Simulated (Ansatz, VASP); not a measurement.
## Ge in VASP and in Ansatz

```xyz
2
Lattice="0.0000 2.8288 2.8288 2.8288 0.0000 2.8288 2.8288 2.8288 0.0000" Properties=species:S:1:pos:R:3 pbc="T T T"
Ge    2.8288    2.8288    2.8288
Ge    4.2432    4.2432    4.2432
```

Alike in both runs: task single point; functional PBE; k mesh 6 × 6 × 6; occupations gaussian, width 0.1 eV; no spin polarisation.

```csv
,VASP,Ansatz
version,VASP 6.6.1,Ansatz 0.2.0
potentials or method,"VASP PAW PBE potentials, release 64 (Ge_d), cutoff 500 eV","scalar-relativistic, plane waves, PAW"
valence electrons in the cell,28,28
```

VASP gave:

```
gap on the k mesh at the Fermi level (eV) : none
pressure (GPa)                            : 3.5
```

**Question.** What did Ansatz give for the same quantities?

**Answer.** gap on the k mesh at the Fermi level (eV): none; pressure (GPa): 3.7.

A gap of «none» marks a metal or a gap that the smearing closes.
